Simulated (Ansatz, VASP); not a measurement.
## One calculation of ZrB2, two programs

```xyz
9
Lattice="4.4339 0.4701 -0.0694 0.4701 4.5507 0.4140 -0.0694 0.4140 4.6783" Properties=species:S:1:pos:R:3 pbc="T T T"
Zr    3.8808    3.7131    4.1771
Zr    1.4346    4.7282    3.5503
Zr    1.9048    2.0871    4.5772
B     1.2410    2.5979    2.1525
B     3.6429    4.4654    1.7565
B     4.3127    0.9651    0.7401
B     2.1801    3.8084    1.2992
B     3.0543    1.3285    2.2236
B     4.1085    2.5523    1.9172
```

Alike in both runs: task relaxation of cell and atoms; functional PBE; k mesh 3 × 3 × 3; occupations gaussian, width 0.1 eV; no spin polarisation.

|  | VASP | Ansatz |
| --- | --- | --- |
| version | VASP 6.6.1 | Ansatz 0.2.0 |
| potentials or method | VASP PAW PBE potentials, release 64 (Zr_sv, B), cutoff 600 eV | scalar-relativistic, plane waves, PAW |
| valence electrons in the cell | 54 | 54 |

|  | VASP | Ansatz | Ansatz less VASP |
| --- | --- | --- | --- |
| gap on the k mesh at the Fermi level, each at its own relaxed structure (eV) | none | none | - |
| relaxed volume (Å³/atom) | 10.95 | 10.95 | -0.002 |
| relaxed cell length with the largest relative difference (Å) | 4.679 | 4.682 | +0.0030 |

A gap of «none» marks a metal or a gap that the smearing closes.

The k mesh is coarse, so the values compare programs but aren't converged.
